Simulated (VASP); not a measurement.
Wanted: the native input for a VASP 6.6.1 run.

- Task: single point
- Functional: PBE-based screened hybrid with 15 % exact exchange
- Potentials or basis: VASP PAW PBE potentials, release 64 (Ta_pv, N)
- Cutoff: 520 eV
- k mesh: 5 × 5 × 5
- Occupations: fermi-dirac, width 0.05 eV
- Spin: no spin polarisation
- Dipole correction: no
- Grid for exact exchange (PRECFOCK): Normal
- Share of exact exchange: 0.15
- Further INCAR settings: ALGO = Normal; EDIFF = 1e-07; NBANDS = 15
- Screening parameter: 0.2 1/Å

Crystal: TaN.

```
Ta N
1.0
     2.93800    0.00000    0.00000
    -1.46900    2.54438    0.00000
     0.00000    0.00000    2.88300
Ta N
1 1
Direct
  0.00000 0.00000 0.50000
  0.66667 0.33333 0.00000
```

These files were run (other wordings do the same):

POSCAR

```
TaN
1.0
    2.9380000000      0.0000000000      0.0000000000
   -1.4690000000      2.5443826363      0.0000000000
    0.0000000000      0.0000000000      2.8830000000
Ta N
1 1
Direct
    0.0000000000      0.0000000000      0.5000000000
    0.6666666667      0.3333333333      0.0000000000
```

INCAR.step1

```
PREC = Accurate
ENCUT = 520
EDIFF = 1E-5
ISMEAR = -1
SIGMA = 0.05
LREAL = F
LASPH = T
NELM = 100
ALGO = Normal
ISIF = 2
LWAVE = T
LCHARG = F
GGA = PE
NBANDS = 15
```

INCAR.step2

```
PREC = Accurate
ENCUT = 520
EDIFF = 1E-7
ISMEAR = -1
SIGMA = 0.05
LREAL = F
LASPH = T
NELM = 100
ALGO = Normal
ISIF = 2
LWAVE = F
LCHARG = F
GGA = PE
LHFCALC = T
AEXX = 0.15
HFSCREEN = 0.2
PRECFOCK = Normal
ISTART = 1
NBANDS = 15
```

KPOINTS

```
Automatic mesh
0
Gamma
  5 5 5
```

Potentials or basis: VASP PAW PBE potentials, release 64 (Ta_pv, N).

Run with:

```console
$ cat potpaw_PBE.64/Ta_pv/POTCAR potpaw_PBE.64/N/POTCAR > POTCAR
$ cp INCAR.step1 INCAR
$ mpirun -np 1 vasp_std > vasp.out
$ cp INCAR.step2 INCAR
$ mpirun -np 1 vasp_std > vasp.out
```

Results of the run:

| Quantity | Value |
| --- | --- |
| Pressure | -0.6 GPa |
| Band gap on the k mesh | zero (filled and empty bands touch) |

Caveat: the k points lie up to 0.49 Å⁻¹ apart; the PAW data sets were made with another functional, which shifts forces and pressure a little; spin-orbit coupling is left out, which moves the levels of the heavy elements.

Run time: 8.7 min on 1 thread of Intel(R) Xeon(R) Platinum 8488C (Sapphire Rapids) (shared host), peak memory 0.25 GiB.
